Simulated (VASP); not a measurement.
A run of VASP 6.6.1:

File INCAR:

```
PREC = Accurate
ENCUT = 520
EDIFF = 1E-6
ISMEAR = -1
SIGMA = 0.05
LREAL = Auto
LASPH = True
NELM = 80
ALGO = Normal
ISIF = 2
LWAVE = False
LCHARG = False
GGA = RP
NBANDS = 86
```

The input KPOINTS:

```
Automatic mesh
0
Gamma
  2 2 2
  0.5 0.5 0.5
```

The input POSCAR:

```
In7GaP8
1.0
   11.6505350000      0.0000000000      0.0000000000
    0.0000000000      5.8252670000      0.0000000000
    0.0000000000      0.0000000000      5.8252670000
In P Ga
7 8 1
Direct
    0.0063910000      0.0091680000      0.0088380000
    0.4961570000      0.9734480000      0.9878120000
    0.2472040000      0.5204220000      0.9979650000
    0.7584710000      0.4996280000      0.0110370000
    0.2561290000      0.0014590000      0.4938230000
    0.7441980000      0.0218690000      0.5098050000
    0.0014390000      0.4921940000      0.5138770000
    0.1258960000      0.2216760000      0.2529180000
    0.6145790000      0.2717470000      0.2445690000
    0.3748150000      0.7724550000      0.2486550000
    0.8669370000      0.7552160000      0.2560500000
    0.3680530000      0.2283280000      0.7495550000
    0.8645970000      0.2506370000      0.7415200000
    0.1216410000      0.7626950000      0.7489500000
    0.6313410000      0.7594850000      0.7481720000
    0.4955570000      0.4999840000      0.5085200000
```

Potentials or basis: VASP PAW PBE potentials, release 64 (In_d, P, Ga_d).

Command:

```bash
$ cat potpaw_PBE.64/In_d/POTCAR potpaw_PBE.64/P/POTCAR potpaw_PBE.64/Ga_d/POTCAR > POTCAR
$ mpirun -np 1 vasp_std > vasp.out
```

Hardware: 1 thread of Intel Xeon 8259CL (shared host).

Question: How long does it take, and how much memory?

Answer: Run time: 7.8 min on 1 thread of Intel Xeon 8259CL, on a shared host, peak memory 0.5 GiB. Counts: scf iterations 17, k points 4.
